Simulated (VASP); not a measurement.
# Ir (Fm-3m) in VASP: settings compared

Aim: see how the results for Ir move with the level of theory and the settings. Levels: PBE, BLYP, revPBE, BLYP+D4. Tasks: single point, relaxation of cell and atoms.

Program: VASP 6.6.1. These are calculated values, not measurements. Logs are shortened: lines on timing, memory, paths and dates and some standing lists are left out, and cuts for length are marked.

### Step 1. The cell of the first run

Symmetry: Fm-3m, No. 225, cubic system. The conventional cell has a = 3.831 Å, b = 3.831 Å, c = 3.831 Å, α = 90.00°, β = 90.00°, γ = 90.00°. Ir (site symmetry m-3m) has 12 Ir at 2.71 Å within 3.6 Å.

### Step 2. Single point, PBE

INCAR

```
SYSTEM = Ir
PREC = Accurate
ENCUT = 520
EDIFF = 1E-7
ISMEAR = -1
SIGMA = 0.06
LREAL = .FALSE.
LASPH = .TRUE.
NELM = 60
ALGO = Normal
ISIF = 2
LWAVE = .FALSE.
LCHARG = .FALSE.
GGA = PE
NBANDS = 10
```

KPOINTS

```
Automatic mesh
0
G
  5 5 5
  0 0 0
```

POSCAR

```
Ir
1.0
    0.0000000000      1.9156000000      1.9156000000
    1.9156000000      0.0000000000      1.9156000000
    1.9156000000      1.9156000000      0.0000000000
Ir
1
Direct
    0.0000000000      0.0000000000      0.0000000000
```

Potentials or basis: VASP PAW PBE potentials, release 64 (Ir).

Command:

```console
cat potpaw_PBE.64/Ir/POTCAR > POTCAR
mpirun -np 1 vasp_std > vasp.out
```

OUTCAR:

```text
SYSTEM = Ir
   PREC = Accurate
   ENCUT = 520
   EDIFF = 1E-7
   ISMEAR = -1
   LREAL = .FALSE.
   LASPH = .TRUE.
   NELM = 60
   ISIF = 2
   GGA = PE

 ion  position               nearest neighbor table
   1  0.000  0.000  0.000-

  LATTYP: Found a face centered cubic cell.
 ALAT       =     3.8312000000

  Lattice vectors:

 A1 = (   0.0000000000,   1.9156000000,   1.9156000000)
 A2 = (   1.9156000000,   0.0000000000,   1.9156000000)
 A3 = (   1.9156000000,   1.9156000000,   0.0000000000)

Analysis of symmetry for initial positions (statically):
=====================================================================
 Subroutine PRICEL returns:
 Original cell was already a primitive cell.

 Routine SETGRP: Setting up the symmetry group for a
 face centered cubic supercell.

 Subroutine GETGRP returns: Found 48 space group operations
 (whereof 48 operations were pure point group operations)
 out of a pool of 48 trial point group operations.

The static configuration has the point symmetry O_h .

Analysis of symmetry for dynamics (positions and initial velocities):
=====================================================================
 Subroutine PRICEL returns:
 Original cell was already a primitive cell.

 Routine SETGRP: Setting up the symmetry group for a
 face centered cubic supercell.

 Subroutine GETGRP returns: Found 48 space group operations
 (whereof 48 operations were pure point group operations)
 out of a pool of 48 trial point group operations.

The dynamic configuration has the point symmetry O_h .

 Subroutine INISYM returns: Found 48 space group operations
 (whereof 48 operations are pure point group operations),
 and found     1 'primitive' translations

----------------------------------------------------------------------------------------

                                     Primitive cell

  volume of cell :      14.0587

  direct lattice vectors                    reciprocal lattice vectors
     0.000000000  1.915600000  1.915600000    -0.261014826  0.261014826  0.261014826
     1.915600000  0.000000000  1.915600000     0.261014826 -0.261014826  0.261014826
     1.915600000  1.915600000  0.000000000     0.261014826  0.261014826 -0.261014826

  length of vectors
     2.709067500  2.709067500  2.709067500     0.452090940  0.452090940  0.452090940

  position of ions in fractional coordinates (direct lattice)
     0.000000000  0.000000000  0.000000000

[... 62 lines left out ...]
   EDIFFG = 0.1E-05   stopping-criterion for IOM
   NSW    =      0    number of steps for IOM
   IBRION =     -1    ionic relax: 0-MD 1-quasi-New 2-CG
   NFREE  =      0    steps in history (QN), initial steepest desc. (CG)
   ISIF   =      2    stress and relaxation
   ISYM   =      2    0-nonsym 1-usesym 2-fastsym
   POTIM  = 0.5000    time-step for ionic-motion
   TEBEG  =    0.0;   TEEND  =   0.0 temperature during run
   PSTRESS=    0.0 pullay stress
   NELECT =       9.0000    total number of electrons
   NUPDOWN=      -1.0000    fix difference up-down
   EMIN   =  10.00;   EMAX   =-10.00  energy-range for DOS
   EFERMI =   0.00;   METHOD = LEGACY
   ISMEAR =    -1;   SIGMA  =   0.06  broadening in eV -4-tet -1-fermi 0-gaus
   EFERMI_NEDOS =   21; number of points for ismear=-14 and -15
   IALGO  =     38    algorithm
   IMIX   =      4    mixing-type and parameters
     AMIX     =   0.40;   BMIX     =  1.00
     AMIX_MAG =   1.60;   BMIX_MAG =  1.00
  volume/ion in A,a.u.               =      14.06        94.87
  Fermi-wavevector in a.u.,A,eV,Ry     =   1.410937  2.666284 27.085691  1.990742
  Thomas-Fermi vector in A             =   2.532839
   LORBIT       =      0    0 simple, 1 ext, 2 COOP (PROOUT), +10 PAW based schemes
   GGA     = PE    functional components
   LHFCALC =     F    Hartree Fock is set to
   AEXX    =    0.0000 exact exchange contribution
   IVDW    =     0    specifies the selected vdW correction
   LEPSILON=     F    determine dielectric tensor
   LRPA    =     F    only Hartree local field effects (RPA)
 non-spin polarized calculation
  energy-cutoff  :      520.00
  volume of cell :       14.06
 maximum number of plane-waves:       384
   NGX =  9   NGY =  9   NGZ =  9

 number of electron       9.0000000 magnetization

 Free energy of the ion-electron system (eV)
  ---------------------------------------------------
  ext. energy  EPLUGINS =         0.00000000
  ---------------------------------------------------
  free energy    TOTEN  =        -8.59251116 eV

  energy without entropy =       -8.56644608  energy(sigma->0) =       -8.57947862

 E-fermi :  10.9113     XC(G=0): -14.0270

 val. band max:       10.8165087308   @ k =  -0.4000   0.2000   0.0000
 cond. band min:      10.9534565566   @ k =   0.4000   0.0000   0.0000
 fundamental gap:      0.1369478258
 Fermi energy:        10.9112757921

 k-point     1 :       0.0000    0.0000    0.0000
  band No.  band energies     occupation
      1      -0.6701      2.00000
      2       6.5909      2.00000
      3       6.5909      2.00000
      4       6.5909      2.00000
      5       9.3171      2.00000
      6       9.3171      2.00000
      7      24.8117      0.00000
      8      30.4600      0.00000
      9      30.4600      0.00000
     10      30.4600      0.00000
[... 105 lines left out ...]
 k-point    10 :      -0.4000    0.4000    0.2000
  band No.  band energies     occupation
      1       4.3290      2.00000
      2       4.8442      2.00000
      3       5.8878      2.00000
      4       9.2380      2.00000
      5      11.1117      0.06846
      6      15.5872      0.00000
      7      20.7089      0.00000
      8      22.0397      0.00000
      9      25.6345      0.00000
     10      34.1788      0.00000

------------------------ aborting loop because EDIFF is reached ----------------------------------------

  FORCE on cell =-STRESS in cart. coord.  units (eV):
  Direction    XX          YY          ZZ          XY          YZ          ZX
  --------------------------------------------------------------------------------------
  -------------------------------------------------------------------------------------
  Total        1.4752143      1.4752143      1.4752143     -0.0000000     -0.0000000      0.0000000
  in kB      168.1207087    168.1207087    168.1207087     -0.0000000     -0.0000000      0.0000000
  external PRESSURE =     168.1207087 kB  Pullay stress =       0.0000000 kB

 VOLUME and BASIS-vectors are now :
 -----------------------------------------------------------------------------
  energy-cutoff  :      520.00
  volume of cell :       14.06
      direct lattice vectors                 reciprocal lattice vectors
     0.000000000  1.915600000  1.915600000    -0.261014826  0.261014826  0.261014826
     1.915600000  0.000000000  1.915600000     0.261014826 -0.261014826  0.261014826
     1.915600000  1.915600000  0.000000000     0.261014826  0.261014826 -0.261014826

 POSITION                                       TOTAL-FORCE (eV/Angst)
 -----------------------------------------------------------------------------------
      0.00000      0.00000      0.00000         0.000000      0.000000      0.000000
 -----------------------------------------------------------------------------------
    total drift:                               -0.000000     -0.000000     -0.000000

  FREE ENERGIE OF THE ION-ELECTRON SYSTEM (eV)
  ---------------------------------------------------
  free  energy   TOTEN  =        -8.5925111590 eV

  energy  without entropy=       -8.5664460778  energy(sigma->0) =       -8.57947862
```

stdout:

```text
POSCAR found type information on POSCAR Ir
 POSCAR found :  1 types and       1 ions
 scaLAPACK will be used
 LDA part: xc-table for (Slater+PW92), standard interpolation
 POSCAR, INCAR and KPOINTS ok, starting setup
 FFT: planning ... GRIDC
 FFT: planning ... GRID_SOFT
 FFT: planning ... GRID
 WAVECAR not read
 entering main loop
```

Wall time 4.4 s (1 thread of AMD EPYC 7R13, shared host); peak memory 0.09 GiB.

Results:

```yaml
Free_energy: -8.5925 eV
Pressure: 16.8 GPa
```

Levels at points of the mesh, in eV from the Fermi level:
```tsv
k point	band 1	band 2	band 3	band 4	band 5	band 6	band 7	band 8	band 9
(0.00, 0.00, 0.00)	-11.58	-4.32	-4.32	-4.32	-1.59	-1.59	13.90	19.55	19.55
```

Caveat: the k points lie up to 0.57 Å⁻¹ apart; spin-orbit coupling is left out, which moves the levels of the heavy elements.

### Step 3. Single point, BLYP

INCAR

```
SYSTEM = Ir
PREC = Accurate
ENCUT = 520
EDIFF = 1E-7
ISMEAR = -1
SIGMA = 0.05
LREAL = .FALSE.
LASPH = .TRUE.
NELM = 80
ALGO = Normal
ISIF = 2
LWAVE = .FALSE.
LCHARG = .FALSE.
GGA = B5
ALDAX = 1.0
AGGAX = 1.0
AGGAC = 1.0
ALDAC = 0.0
NBANDS = 10
```

KPOINTS

```
regular mesh
0
G
  12 12 12
  0 0 0
```

POSCAR is that of step 2.

Potentials or basis: VASP PAW PBE potentials, release 64 (Ir).

Command:

```console
cat potpaw_PBE.64/Ir/POTCAR > POTCAR
mpirun -np 1 vasp_std > vasp.out
```

OUTCAR:

```text
SYSTEM = Ir
   PREC = Accurate
   ENCUT = 520
   EDIFF = 1E-7
   ISMEAR = -1
   LREAL = .FALSE.
   LASPH = .TRUE.
   NELM = 80
   ISIF = 2
   GGA = B5

 ion  position               nearest neighbor table
   1  0.000  0.000  0.000-

  LATTYP: Found a face centered cubic cell.
 ALAT       =     3.8312000000

  Lattice vectors:

 A1 = (   0.0000000000,   1.9156000000,   1.9156000000)
 A2 = (   1.9156000000,   0.0000000000,   1.9156000000)
 A3 = (   1.9156000000,   1.9156000000,   0.0000000000)

Analysis of symmetry for initial positions (statically):
[... 5 lines left out ...]
 face centered cubic supercell.

 Subroutine GETGRP returns: Found 48 space group operations
 (whereof 48 operations were pure point group operations)
 out of a pool of 48 trial point group operations.

The static configuration has the point symmetry O_h .

Analysis of symmetry for dynamics (positions and initial velocities):
[... 5 lines left out ...]
 face centered cubic supercell.

 Subroutine GETGRP returns: Found 48 space group operations
 (whereof 48 operations were pure point group operations)
 out of a pool of 48 trial point group operations.

The dynamic configuration has the point symmetry O_h .

 Subroutine INISYM returns: Found 48 space group operations
 (whereof 48 operations are pure point group operations),
 and found     1 'primitive' translations

----------------------------------------------------------------------------------------

                                     Primitive cell

  volume of cell :      14.0587

  direct lattice vectors                    reciprocal lattice vectors
     0.000000000  1.915600000  1.915600000    -0.261014826  0.261014826  0.261014826
     1.915600000  0.000000000  1.915600000     0.261014826 -0.261014826  0.261014826
     1.915600000  1.915600000  0.000000000     0.261014826  0.261014826 -0.261014826

  length of vectors
     2.709067500  2.709067500  2.709067500     0.452090940  0.452090940  0.452090940

  position of ions in fractional coordinates (direct lattice)
     0.000000000  0.000000000  0.000000000

[... 87 lines left out ...]
   NUPDOWN=      -1.0000    fix difference up-down
   EMIN   =  10.00;   EMAX   =-10.00  energy-range for DOS
[... 5 lines left out ...]
     AMIX     =   0.40;   BMIX     =  1.00
     AMIX_MAG =   1.60;   BMIX_MAG =  1.00
  volume/ion in A,a.u.               =      14.06        94.87
  Fermi-wavevector in a.u.,A,eV,Ry     =   1.410937  2.666284 27.085691  1.990742
  Thomas-Fermi vector in A             =   2.532839
   LORBIT       =      0    0 simple, 1 ext, 2 COOP (PROOUT), +10 PAW based schemes
   GGA     = B5    functional components
   LHFCALC =     F    Hartree Fock is set to
   AEXX    =    0.0000 exact exchange contribution
   IVDW    =     0    specifies the selected vdW correction
   LEPSILON=     F    determine dielectric tensor
   LRPA    =     F    only Hartree local field effects (RPA)
 non-spin polarized calculation
  energy-cutoff  :      520.00
  volume of cell :       14.06
 maximum number of plane-waves:       388
   NGX =  9   NGY =  9   NGZ =  9

 number of electron       9.0000000 magnetization

 Free energy of the ion-electron system (eV)
  ---------------------------------------------------
  ext. energy  EPLUGINS =         0.00000000
  ---------------------------------------------------
  free energy    TOTEN  =        -7.34411073 eV

  energy without entropy =       -7.33948007  energy(sigma->0) =       -7.34179540

 E-fermi :  11.1300     XC(G=0): -13.3119

 val. band max:       11.1099930232   @ k =  -0.3333   0.3333   0.0000
 cond. band min:      11.1329822581   @ k =  -0.2500   0.0833   0.0000
 fundamental gap:      0.0229892350
 Fermi energy:        11.1300049866

 k-point     1 :       0.0000    0.0000    0.0000
  band No.  band energies     occupation
      1       0.1299      2.00000
      2       7.1672      2.00000
      3       7.1672      2.00000
      4       7.1672      2.00000
      5       9.8677      2.00000
      6       9.8677      2.00000
      7      25.7540      0.00000
      8      31.2473      0.00000
      9      31.2473      0.00000
     10      31.2473      0.00000
[... 287 lines left out ...]
 k-point    24 :      -0.4167    0.1667    0.0000
  band No.  band energies     occupation
      1       3.9683      2.00000
      2       6.3403      2.00000
      3       7.8999      2.00000
      4       8.2343      2.00000
      5      11.5511      0.00044
      6      15.0482      0.00000
      7      18.4905      0.00000
      8      26.7770      0.00000
      9      28.9331      0.00000
     10      30.9072      0.00000

 [... further k-points ...]
[... 5 lines left out ...]
  --------------------------------------------------------------------------------------
  -------------------------------------------------------------------------------------
  Total        2.8257300      2.8257300      2.8257300      0.0000000      0.0000000      0.0000000
  in kB      322.0303215    322.0303215    322.0303215      0.0000000      0.0000000      0.0000000
  external PRESSURE =     322.0303215 kB  Pullay stress =       0.0000000 kB

 VOLUME and BASIS-vectors are now :
 -----------------------------------------------------------------------------
  energy-cutoff  :      520.00
  volume of cell :       14.06
      direct lattice vectors                 reciprocal lattice vectors
     0.000000000  1.915600000  1.915600000    -0.261014826  0.261014826  0.261014826
     1.915600000  0.000000000  1.915600000     0.261014826 -0.261014826  0.261014826
     1.915600000  1.915600000  0.000000000     0.261014826  0.261014826 -0.261014826

 POSITION                                       TOTAL-FORCE (eV/Angst)
 -----------------------------------------------------------------------------------
      0.00000      0.00000      0.00000         0.000000     -0.000000      0.000000
 -----------------------------------------------------------------------------------
    total drift:                               -0.000000     -0.000000     -0.000000

  FREE ENERGIE OF THE ION-ELECTRON SYSTEM (eV)
  ---------------------------------------------------
  free  energy   TOTEN  =        -7.3441107279 eV

  energy  without entropy=       -7.3394800655  energy(sigma->0) =       -7.34179540
```

OSZICAR:

```text
N       E                     dE             d eps       ncg     rms          rms(c)
DAV:   1     0.511258934481E+02    0.51126E+02   -0.42868E+03  1448   0.816E+02
DAV:   2    -0.692855521575E+01   -0.58054E+02   -0.55088E+02  1464   0.202E+02
DAV:   3    -0.784229031534E+01   -0.91374E+00   -0.91132E+00  1706   0.304E+01
DAV:   4    -0.785052859121E+01   -0.82383E-02   -0.82370E-02  1672   0.270E+00
DAV:   5    -0.785068823241E+01   -0.15964E-03   -0.15964E-03  1712   0.345E-01    0.155E+01
DAV:   6    -0.742693737293E+01    0.42375E+00   -0.72598E-01  1626   0.104E+01    0.625E+00
DAV:   7    -0.734963878319E+01    0.77299E-01   -0.22272E-01  1750   0.535E+00    0.131E+00
DAV:   8    -0.734759727087E+01    0.20415E-02   -0.17911E-03  1586   0.421E-01    0.102E+00
DAV:   9    -0.734409912666E+01    0.34981E-02   -0.22321E-03  1612   0.641E-01    0.194E-02
DAV:  10    -0.734411081253E+01   -0.11686E-04   -0.15826E-05  1998   0.361E-02    0.404E-02
DAV:  11    -0.734411087271E+01   -0.60176E-07   -0.25388E-06  1548   0.217E-02    0.115E-03
DAV:  12    -0.734411069571E+01    0.17700E-06   -0.19963E-08   982   0.154E-03    0.169E-03
DAV:  13    -0.734411072787E+01   -0.32164E-07   -0.87202E-09   766   0.100E-03
   1 F= -.73441107E+01 E0= -.73417954E+01  d E =-.463066E-02
```

Wall time 22 s (1 thread of AMD EPYC 7R13, shared host); peak memory 0.1 GiB.

Results:

```yaml
Free_energy: -7.3441 eV
Pressure: 32.2 GPa
```

Caveat: the PAW data sets were made with another functional, which shifts forces and pressure a little; spin-orbit coupling is left out, which moves the levels of the heavy elements.

(Part 1 of 3 ends here.)
